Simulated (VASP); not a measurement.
Mg:

```xyz
2
Lattice="3.0878 0.0000 0.0000 -1.5439 2.6741 0.0000 0.0000 0.0000 5.2760" Properties=species:S:1:pos:R:3 pbc="T T T"
Mg    0.0000    1.7828    1.3190
Mg    1.5439    0.8914    3.9570
```

| Property | Result |
| --- | --- |
| Program | VASP 6.6.1 |
| Task | relaxation of cell and atoms |
| Functional | LDA |
| Potentials or basis | VASP PAW LDA potentials, release 64 (Mg) |
| Cutoff | 600 eV |
| k mesh | 8 × 8 × 4 |
| Occupations | fermi-dirac, width 0.05 eV |
| Spin | no spin polarisation |

At the start: pressure -0.6 GPa; volume 21.78 Å³/atom.

Where does the relaxation end?

Over 3 steps the energy falls by 7.9 meV/atom and the volume is 21.44 Å³/atom (-1.6 %); space group P6_3/mmc (No. 194, to 0.05 Å).

The path:
| step | energy change (eV) | largest force (eV/Å) | pressure (GPa) | volume (Å³) |
| --- | --- | --- | --- | --- |
| 1 | 0.0000 | 0.0000 | -0.55 | 43.57 |
| 2 | -0.0143 | 0.0000 | -0.19 | 43.08 |
| 3 | -0.0158 | 0.0000 | -0.02 | 42.88 |

Final structure:
```xyz
2
Lattice="3.1115 0.0000 0.0000 -1.5557 2.6946 0.0000 0.0000 0.0000 5.1142" Properties=species:S:1:pos:R:3 pbc="T T T"
Mg    0.0000    1.7964    1.2786
Mg    1.5557    0.8982    3.8357
```
